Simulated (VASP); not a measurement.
The system is Li.

```
Li
1.0
     2.95316    0.00000    0.00000
    -1.47658    2.55751    0.00000
     0.00000    0.00000    4.84408
Li
2
Direct
  0.33333 0.66667 0.25000
  0.66667 0.33333 0.75000
```

This isn't the form of Li at room conditions, which is bcc.

```yaml
Program: VASP 6.6.1
Task: relaxation of cell and atoms
Functional: PBEsol
Potentials_or_basis: VASP PAW PBE potentials, release 64 (Li_sv)
Cutoff: 750 eV
k_mesh: 18 × 18 × 10
Occupations: gaussian, width 0.1 eV
Spin: no spin polarisation
```

At the start: pressure 1.5 GPa; volume 18.29 Å³/atom.

Problem. Where does the relaxation end?

Solution. Over 4 steps the energy falls by 7.1 meV/atom and the volume is 19.96 Å³/atom (+9.1 %); space group P6_3/mmc (No. 194, to 0.1 Å) before and after.

The path:
```
step  energy change (eV)  largest force (eV/Å)  pressure (GPa)  volume (Å³)
   1              0.0000                0.0000            1.45        36.59
   2             -0.0068                0.0000            1.01        37.47
   3             -0.0140                0.0000           -0.11        40.21
   4             -0.0141                0.0000           -0.01        39.93
```

Final structure:
```xyz
2
Lattice="3.0396 0.0000 0.0000 -1.5198 2.6324 0.0000 0.0000 0.0000 4.9900" Properties=species:S:1:pos:R:3 pbc="T T T"
Li    0.0000    1.7549    1.2475
Li    1.5198    0.8775    3.7425
```

Caveat: the PAW data sets were made with another functional, which shifts forces and pressure a little.
